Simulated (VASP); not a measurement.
# SnO2 (R-3m) in VASP: further runs, part 2 of 2

VASP 6.6.1. Earlier steps stand in the parts before.

### Step 4. Single point, PBE

This run uses another cell than the first one, of 14.45 Å³/atom.

INCAR reads:

```
PREC = Accurate
ENCUT = 520
EDIFF = 1E-7
ISMEAR = 0
SIGMA = 0.05
LREAL = F
LASPH = T
NELM = 80
ALGO = Normal
ISIF = 2
LWAVE = F
LCHARG = F
GGA = PE
NBANDS = 20
```

KPOINTS reads:

```
regular mesh
0
Gamma
  12 12 12
```

POSCAR reads:

```
SnO2
1.0
    1.6167660720      0.9334403269      4.7871000000
   -1.6167660720      0.9334403269      4.7871000000
    0.0000000000     -1.8668806537      4.7871000000
Sn O
1 2
Direct
    0.5000000000      0.5000000000      0.5000000000
    0.2348826742      0.2348826742      0.2348826742
    0.7651173258      0.7651173258      0.7651173258
```

Potentials or basis: VASP PAW PBE potentials, release 64 (Sn_d, O).

Command:

```sh
$ cat potpaw_PBE.64/Sn_d/POTCAR potpaw_PBE.64/O/POTCAR > POTCAR
$ mpirun -np 1 vasp_std > vasp.out
```

OUTCAR:

```text
PREC = Accurate
   ENCUT = 520
   EDIFF = 1E-7
   ISMEAR = 0
   LREAL = F
   LASPH = T
   NELM = 80
   ISIF = 2
   GGA = PE

 ion  position               nearest neighbor table
   1  0.500  0.500  0.500-   2 2.11   3 2.11   2 2.11   2 2.11   3 2.11   3 2.11
   2  0.235  0.235  0.235-   1 2.11   1 2.11   1 2.11
   3  0.765  0.765  0.765-   1 2.11   1 2.11   1 2.11

  LATTYP: Found a trigonal (rhomboedric) cell.
 ALAT       =     5.1382457887
[... 747 lines left out ...]

  FORCE on cell =-STRESS in cart. coord.  units (eV):
  Direction    XX          YY          ZZ          XY          YZ          ZX
  --------------------------------------------------------------------------------------
  -------------------------------------------------------------------------------------
  Total        0.8055058      0.8055058      0.7616594      0.0000000      0.0000000     -0.0000000
  in kB       29.7729414     29.7729414     28.1522991      0.0000000      0.0000000     -0.0000000
  external PRESSURE =      29.2327273 kB  Pullay stress =       0.0000000 kB

 VOLUME and BASIS-vectors are now :
 -----------------------------------------------------------------------------
  energy-cutoff  :      520.00
  volume of cell :       43.35
      direct lattice vectors                 reciprocal lattice vectors
     1.616766072  0.933440327  4.787100000     0.309259335  0.178550960  0.069631579
    -1.616766072  0.933440327  4.787100000    -0.309259335  0.178550960  0.069631579
     0.000000000 -1.866880654  4.787100000     0.000000000 -0.357101920  0.069631579

 POSITION                                       TOTAL-FORCE (eV/Angst)
 -----------------------------------------------------------------------------------
      0.00000      0.00000      7.18065        -0.000000      0.000000      0.000000
      0.00000      0.00000      3.37322         0.000000      0.000000      0.405083
      0.00000      0.00000     10.98808         0.000000     -0.000000     -0.405083
 -----------------------------------------------------------------------------------
    total drift:                               -0.000000      0.000000     -0.000000

  FREE ENERGIE OF THE ION-ELECTRON SYSTEM (eV)
  ---------------------------------------------------
  free  energy   TOTEN  =       -18.1882144867 eV

  energy  without entropy=      -18.1882144867  energy(sigma->0) =      -18.18821449
```

stdout:

```text
POSCAR found type information on POSCAR SnO
 POSCAR found :  2 types and       3 ions
 scaLAPACK will be used
 LDA part: xc-table for (Slater+PW92), standard interpolation
 POSCAR, INCAR and KPOINTS ok, starting setup
 FFT: planning ... GRIDC
 FFT: planning ... GRID_SOFT
 FFT: planning ... GRID
 WAVECAR not read
 entering main loop
```

Wall time 6.8 min (1 thread of AMD EPYC 7R43 (Zen 3), shared host); peak memory 0.3 GiB.

What came out:

* Free energy: -18.1882 eV
* Pressure: 2.9 GPa
* Largest force: 0.405 eV/Å
* Band gap on the k mesh: 1.99 eV (least direct gap 2.18 eV)

Forces on the atoms (eV/Å):
```
Sn   0.000  0.000  0.000
O    0.000  0.000  0.405
O    0.000  0.000 -0.405
```

Stress tensor (GPa, compression positive):
```
2.98 0.00 0.00
0.00 2.98 0.00
0.00 0.00 2.82
```

Levels at points of the mesh, in eV from the valence-band top:
| k point | band 11 | band 12 | band 13 | band 14 | band 15 | band 16 |
| --- | --- | --- | --- | --- | --- | --- |
| (0.00, 0.00, 0.00) | -0.96 | -0.96 | -0.19 | 1.99 | 5.81 | 11.08 |
| (0.50, 0.00, 0.00) | -1.39 | -0.57 | -0.53 | 5.49 | 7.86 | 10.00 |
| (0.50, 0.50, 0.00) | -1.08 | -0.45 | -0.03 | 5.25 | 7.02 | 10.85 |
| (0.50, 0.50, 0.50) | -1.29 | -0.91 | -0.91 | 3.21 | 5.73 | 11.26 |

Caveat: spin-orbit coupling is left out, which moves the levels of the heavy elements. A k mesh can miss the band edges.

### Step 5. Single point, PBE

This run uses another cell than the first one, of 14.53 Å³/atom.

INCAR reads:

```
SYSTEM = SnO2
ALGO = Normal
EDIFF = 1E-6
ENCUT = 520
GGA = PE
ISIF = 2
ISMEAR = 0
LASPH = .True.
LCHARG = .False.
LREAL = .False.
LWAVE = .False.
NBANDS = 20
NELM = 60
PREC = Accurate
SIGMA = 0.05
```

KPOINTS reads:

```
k-points
0
Gamma
  12 12 12
  0 0 0
```

POSCAR reads:

```
SnO2
1.0
    1.6437000000      0.9489906375      4.6559333333
   -1.6437000000      0.9489906375      4.6559333333
    0.0000000000     -1.8979812749      4.6559333333
Sn O
1 2
Direct
    0.5000000000      0.5000000000      0.5000000000
    0.2348826742      0.2348826742      0.2348826742
    0.7651173258      0.7651173258      0.7651173258
```

Command:

```sh
$ cat potpaw_PBE.64/Sn_d/POTCAR potpaw_PBE.64/O/POTCAR > POTCAR
$ mpirun -np 1 vasp_std > vasp.out
```

It took 6.6 min on 1 thread of AMD EPYC 7R43 (Zen 3), shared host; peak memory 0.3 GiB.

It converged, with:

| Quantity | Value |
| --- | --- |
| Free energy | -18.1715 eV |
| Pressure | -0.6 GPa |
| Largest force | 0.407 eV/Å |
| Band gap on the k mesh | 1.64 eV (least direct gap 1.80 eV) |

Forces in eV/Å, atoms in the order of the input:
```
Sn   0.000  0.000  0.000
O    0.000  0.000  0.407
O    0.000  0.000 -0.407
```

Stress tensor (GPa, compression positive):
```
-2.16  0.00  0.00
 0.00 -2.16  0.00
 0.00  0.00  2.54
```

Levels at points of the mesh, in eV from the valence-band top:
```tsv
k point	band 11	band 12	band 13	band 14	band 15	band 16
(0.00, 0.00, 0.00)	-1.10	-1.10	-0.16	1.64	5.63	10.64
(0.50, 0.00, 0.00)	-1.34	-0.62	-0.60	5.22	7.72	9.58
(0.50, 0.50, 0.00)	-0.96	-0.47	-0.04	4.97	6.79	10.62
(0.50, 0.50, 0.50)	-1.37	-1.04	-1.04	2.98	5.59	10.86
```

Caveat: spin-orbit coupling is left out, which moves the levels of the heavy elements. A k mesh can miss the band edges.

### Step 6. Single point, PBE

This run uses another cell than the first one, of 14.58 Å³/atom.

INCAR reads:

```
PREC = Accurate ; ENCUT = 520
EDIFF = 1E-7 ; ISMEAR = 0
SIGMA = 0.05 ; LREAL = F
LASPH = T ; NELM = 100
ALGO = Normal ; ISIF = 2
LWAVE = F ; LCHARG = T
GGA = PE ; LELF = T
LVHAR = T ; NBANDS = 20
```

KPOINTS reads:

```
regular mesh
0
Gamma
  12 12 12
```

POSCAR reads:

```
SnO2
1.0
    1.6706500000      0.9645502272      4.5248000000
   -1.6706500000      0.9645502272      4.5248000000
    0.0000000000     -1.9291004544      4.5248000000
Sn O
1 2
Direct
    0.5000000000      0.5000000000      0.5000000000
    0.2348826742      0.2348826742      0.2348826742
    0.7651173258      0.7651173258      0.7651173258
```

Potentials or basis: VASP PAW PBE potentials, release 64 (Sn_d, O).

Command:

```sh
$ cat potpaw_PBE.64/Sn_d/POTCAR potpaw_PBE.64/O/POTCAR > POTCAR
$ mpirun -np 1 vasp_std > vasp.out
```

It took 8.4 min on 1 thread of AMD EPYC 7R43 (Zen 3), shared host; peak memory 0.3 GiB.

It converged, with:

| Quantity | Value |
| --- | --- |
| Free energy | -18.1135 eV |
| Pressure | -3.8 GPa |
| Largest force | 0.413 eV/Å |
| Band gap on the k mesh | 1.29 eV (least direct gap 1.41 eV) |

Forces in eV/Å, atoms in the order of the input:
```
Sn   0.000  0.000  0.000
O    0.000  0.000  0.413
O    0.000  0.000 -0.413
```

Stress tensor (GPa, compression positive):
```
-6.73  0.00  0.00
 0.00 -6.73  0.00
 0.00  0.00  2.15
```

Levels at points of the mesh, in eV from the valence-band top:
```
           k point  band 11  band 12  band 13  band 14  band 15  band 16
(0.00, 0.00, 0.00)    -1.23    -1.23    -0.13     1.29     5.47    10.23
(0.50, 0.00, 0.00)    -1.29    -0.68    -0.67     4.96     7.56     9.19
(0.50, 0.50, 0.00)    -0.83    -0.48    -0.05     4.69     6.54    10.41
(0.50, 0.50, 0.50)    -1.47    -1.16    -1.16     2.77     5.48    10.51
```

Caveat: the stress differs along the axes, from -7 to 2 GPa; spin-orbit coupling is left out, which moves the levels of the heavy elements.

### Step 7. Overview

```csv
cell,gap on the mesh (eV),pressure (GPa),largest force (eV/Å)
"a = 5.250 Å, angles 35.3°, 3 atoms",2.34,6.8,0.41
"a = 5.600 Å, angles 31.8°, 3 atoms",2.94,12.6,0.01
"a = 5.138 Å, angles 36.7°, 3 atoms",1.99,2.9,0.41
"a = 5.028 Å, angles 38.2°, 3 atoms",1.64,-0.6,0.41
"a = 4.919 Å, angles 39.7°, 3 atoms",1.29,-3.8,0.41
```

Alike in all rows: task single point; level PBE; potentials or basis VASP PAW PBE potentials, release 64 (Sn_d, O); no spin polarisation; k mesh 12 × 12 × 12; cutoff (eV) 520; smearing gaussian 0.05 eV.

Caveats: spin-orbit coupling is left out, which moves the levels of the heavy elements; the stress differs along the axes, from 3 to 9 GPa (at least some runs); the stress differs along the axes, from 0 to 19 GPa (at least some runs); the stress differs along the axes, from -7 to 2 GPa (at least some runs).

Total energies depend on the potentials used, so only differences within one code and one set of settings carry meaning.
